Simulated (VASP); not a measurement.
Wanted: the native input for a VASP 6.6.1 run.

| Item | Value |
| --- | --- |
| Task | single point |
| Functional | PBEsol |
| Potentials or basis | VASP PAW PBE potentials, release 64 (B, N) |
| Cutoff | 520 eV |
| k mesh | 12 × 12 × 1 |
| Occupations | gaussian, width 0.05 eV |
| Spin | no spin polarisation |
| Dipole correction | yes |
| Further INCAR settings | LREAL = Auto; ALGO = Normal; EDIFF = 1e-06; NBANDS = 46 |

The structure of BN lies in POSCAR:

```
BN
1.0
    2.5043488730      0.0000000000      0.0000000000
   -1.2521744365      2.1688297439      0.0000000000
    0.0000000000      0.0000000000     39.5668303585
B N
8 8
Direct
    0.6666666667      0.3333333333      0.1895527120
    0.3333333333      0.6666666667      0.2782519371
    0.6666666667      0.3333333333      0.3669511623
    0.3333333333      0.6666666667      0.4556503874
    0.6666666667      0.3333333333      0.5443496126
    0.3333333333      0.6666666667      0.6330488377
    0.6666666667      0.3333333333      0.7217480629
    0.3333333333      0.6666666667      0.8104472880
    0.3333333333      0.6666666667      0.1895527120
    0.6666666667      0.3333333333      0.2782519371
    0.3333333333      0.6666666667      0.3669511623
    0.6666666667      0.3333333333      0.4556503874
    0.3333333333      0.6666666667      0.5443496126
    0.6666666667      0.3333333333      0.6330488377
    0.3333333333      0.6666666667      0.7217480629
    0.6666666667      0.3333333333      0.8104472880
```

One way to write it, as run:

INCAR

```
SYSTEM = BN
PREC = Accurate
ENCUT = 520
EDIFF = 1E-6
ISMEAR = 0
SIGMA = 0.05
LREAL = Auto
LASPH = .True.
NELM = 100
ALGO = Normal
ISIF = 2
LWAVE = .False.
LCHARG = .True.
LDIPOL = .True.
IDIPOL = 3
DIPOL = 0.5 0.5 0.500
GGA = PS
LELF = .True.
LVHAR = .True.
LVACPOTAV = .True.
NBANDS = 46
```

KPOINTS

```
regular mesh
0
Gamma
  12 12 1
  0 0 0
```

Potentials or basis: VASP PAW PBE potentials, release 64 (B, N).

Run with:

```console
$ cat potpaw_PBE.64/B/POTCAR potpaw_PBE.64/N/POTCAR > POTCAR
$ mpirun -np 1 vasp_std > vasp.out
```

It gave:

* Largest force: 0.027 eV/Å
* Band gap on the k mesh: 4.27 eV, indirect (least direct gap 4.60 eV)

Caveat: the PAW data sets were made with another functional, which shifts forces and pressure a little.

Run time: 6.6 min on 1 thread of Intel(R) Xeon(R) Platinum 8259CL CPU @ 2.50GHz (Skylake/Cascade Lake) (shared host), peak memory 0.39 GiB.
